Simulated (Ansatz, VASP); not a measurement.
**One calculation of ZrTiN, two programs**

Contents of INCAR:

```
SYSTEM = ZrTiN
  PREC = Accurate
  ENCUT = 600
  EDIFF = 1E-7
  ISMEAR = 0
  SIGMA = 0.1
  LREAL = .FALSE.
  LASPH = .TRUE.
  NELM = 150
  ALGO = Normal
  ISIF = 3
  LWAVE = .FALSE.
  LCHARG = .FALSE.
  ISPIN = 2
  MAGMOM = 0 1 0
  LORBIT = 11
  LMAXMIX = 4
  GGA = PE
  IBRION = 2
  NSW = 90
  EDIFFG = -0.04
```

Contents of KPOINTS:

```
Automatic mesh
0
G
  6 6 6
  0 0 0
```

The input POSCAR:

```
ZrTiN
1.0
    3.3359828800      0.0000000000      0.0000000000
    0.0000000000      3.3706944200      0.0000000000
    0.0000000000      0.0000000000      3.4410235200
Zr Ti N
1 1 1
Direct
    0.0000000000      0.0000000000      0.0000000000
    0.5000000000      0.5000000000      0.5000000000
    0.5000000000      0.5000000000      0.0000000000
```

Input for Ansatz:

```yaml
crystal:
  lattice:
    - [3.33598288, 0.0, 0.0]
    - [0.0, 3.37069442, 0.0]
    - [0.0, 0.0, 3.44102352]
  atoms:
    - { symbol: Zr, position: [0.0, 0.0, 0.0] }
    - { symbol: Ti, position: [0.5, 0.5, 0.5], spin: 1.0 }
    - { symbol: "N", position: [0.5, 0.5, 0.0] }
basis:
  ecutwfc: 420
kpoints:
  mp_grid: { grid: [6, 6, 6] }
hamiltonian:
  xc: pbe
scf:
  occupations: { method: gaussian, width: 0.1 }
  lower_state_search: "off"
output:
  forces: true
  stress: true
  eigenvalues: true
  populations: true
magnetization:
  spin_polarized: true
relax:
  adjacent_minimum: "off"
  f_tol: 0.04
  max_steps: 70
  cell: { stress_tol: 0.4 }
```

Change from the starting cell: species swapped into the ErCoC type (Pmmm, No. 47).

Alike in both runs: task relaxation of cell and atoms; functional PBE; k mesh 6 × 6 × 6; occupations gaussian, width 0.1 eV; collinear spin.

|  | VASP | Ansatz |
| --- | --- | --- |
| version | VASP 6.6.1 | Ansatz 0.2.0 |
| potentials or method | VASP PAW PBE potentials, release 64 (Zr_sv, Ti_sv, N), cutoff 600 eV | scalar-relativistic, plane waves, PAW |
| valence electrons in the cell | 29 | 29 |

```tsv
	VASP	Ansatz	Ansatz less VASP
gap on the k mesh at the Fermi level, each at its own relaxed structure (eV)	none	none	-
net moment per atom (μB)	0.00	0.00	0.000
relaxed volume (Å³/atom)	14.39	14.39	-0.005
relaxed length of the cell vector where the two differ most in proportion (Å)	3.264	3.260	-0.0041
```

A gap of «none» marks a metal or a gap that the smearing closes. Ansatz's warnings: seeded moment not kept.
